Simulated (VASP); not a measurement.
Write the native input for VASP 6.6.1 that does the following.

```yaml
Task: relaxation of cell and atoms
Functional: PBE
Potentials_or_basis: VASP PAW PBE potentials, release 64 (Li_sv, H)
Cutoff: 600 eV
k_mesh: 12 × 12 × 12
Occupations: fermi-dirac, width 0.02 eV
Spin: no spin polarisation
Dipole_correction: no
Further_INCAR_settings: ALGO = Normal; EDIFF = 1e-06; IBRION = 2; EDIFFG = -0.005; NSW = 80; ISIF = 3
```

The structure of LiH lies in POSCAR:

```
LiH
1.0
    0.0000000000      1.7091877369      1.7091877369
    1.7091877369      0.0000000000      1.7091877369
    1.7091877369      1.7091877369      0.0000000000
Li H
1 1
Direct
    0.0000000000      0.0000000000      0.0000000000
    0.2500000000      0.2500000000      0.2500000000
```

The input as run:

INCAR

```
SYSTEM = LiH
ALGO = Normal
EDIFF = 1E-6
EDIFFG = -0.005
ENCUT = 600
GGA = PE
IBRION = 2
ISIF = 3
ISMEAR = -1
LASPH = .True.
LCHARG = .False.
LREAL = .False.
LWAVE = .False.
NELM = 80
NSW = 80
PREC = Accurate
SIGMA = 0.02
```

KPOINTS

```
k-points
0
Gamma
  12 12 12
  0 0 0
```

Potentials or basis: VASP PAW PBE potentials, release 64 (Li_sv, H).

Run with:

```sh
$ cat potpaw_PBE.64/Li_sv/POTCAR potpaw_PBE.64/H/POTCAR > POTCAR
$ mpirun -np 1 vasp_std > vasp.out
```

Results of the run:

```yaml
Relaxed_volume: 8.91 Å³/atom
Relaxed_cell: a = 2.931 Å, b = 2.931 Å, c = 2.931 Å, α = 60.00°, β = 60.00°, γ = 60.00°
Space_group_after_relaxing_to_0.05_Å: F-43m (No. 216)
Energy_gained_by_relaxing: 485.0 meV/atom
Ionic_steps: 6
Pressure_after_relaxing: -0.1 GPa
Band_gap_on_the_k_mesh: 4.43 eV, indirect (least direct gap 5.52 eV)
```

Caveat: the cutoff is under 1.25 times the usual one of these potentials, so pressure, stress and relaxed cells hold a basis-set (Pulay) error; the volume moved by over 15 % at a fixed basis, so the end points are rough.

Run time: 14 s on 1 thread of Intel(R) Xeon(R) Platinum 8488C (Sapphire Rapids), on a shared host, peak memory 0.11 GiB.
